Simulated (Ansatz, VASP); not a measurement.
## BiTe in VASP and in Ansatz

File POSCAR:

```
BiTe
1.0
    2.6097828348      1.5067588222      2.8587555455
   -2.6097828348      1.5067588222      2.8587555455
    0.0000000000     -3.0135176444      2.8587555455
Bi Te
1 1
Direct
    0.5000000000      0.5000000000      0.5000000000
    0.0000000000      0.0000000000      0.0000000000
```

File INCAR.step1:

```
SYSTEM = BiTe
  PREC = Accurate
  ENCUT = 520
  ISMEAR = 0
  SIGMA = 0.15
  LREAL = .FALSE.
  LASPH = .TRUE.
  NELM = 80
  NBANDS = 18
  GGA = PE
  ALGO = Normal
  EDIFF = 1E-4
  LWAVE = .TRUE.
  LCHARG = .FALSE.
```

The input INCAR.step2:

```
SYSTEM = BiTe
  PREC = Accurate
  ENCUT = 520
  EDIFF = 1E-6
  ISMEAR = 0
  SIGMA = 0.15
  LREAL = .FALSE.
  LASPH = .TRUE.
  NELM = 80
  ALGO = Normal
  ISIF = 2
  LWAVE = .FALSE.
  LCHARG = .TRUE.
  METAGGA = R2SCAN
  LMIXTAU = .TRUE.
  LELF = .TRUE.
  LVHAR = .TRUE.
  NBANDS = 18
  ISTART = 1
```

The input KPOINTS:

```
regular mesh
0
G
  12 12 12
  0 0 0
```

Input for Ansatz:

```yaml
crystal:
  lattice:
    - [2.6097828348, 1.5067588222, 2.8587555455]
    - [-2.6097828348, 1.5067588222, 2.8587555455]
    - [0.0, -3.0135176444, 2.8587555455]
  atoms:
    - { symbol: Bi, position: [0.5, 0.5, 0.5] }
    - { symbol: Te, position: [0.0, 0.0, 0.0] }
basis:
  ecutwfc: 500
kpoints:
  mp_grid: { grid: [12, 12, 12] }
hamiltonian:
  xc: r2scan
scf:
  occupations: { method: gaussian, width: 0.15 }
output:
  forces: true
  stress: true
  eigenvalues: true
```

Alike in both runs: task single point; functional r2SCAN; k mesh 12 × 12 × 12; occupations gaussian, width 0.15 eV; no spin polarisation.

|  | VASP | Ansatz |
| --- | --- | --- |
| version | VASP 6.6.1 | Ansatz 0.2.0 |
| potentials or method | VASP PAW PBE potentials, release 64 (Bi_d, Te), cutoff 520 eV | scalar-relativistic, plane waves, PAW |
| valence electrons in the cell | 21 | 31 |

```csv
,VASP,Ansatz,Ansatz less VASP
gap on the k mesh at the Fermi level (eV),none,none,-
pressure (GPa),-3.1,-3.1,+0.02
"traceless stress, the component that is largest in VASP (GPa)",3.97,3.97,-0.002
```

VASP's potentials were made for PBE, not for r2SCAN. A gap of «none» marks a metal or a gap that the smearing closes. VASP's potentials hold 21 valence electrons a cell and Ansatz's 31, so a difference there can come from the potentials and not from the codes.

Neither program's run includes spin-orbit coupling.
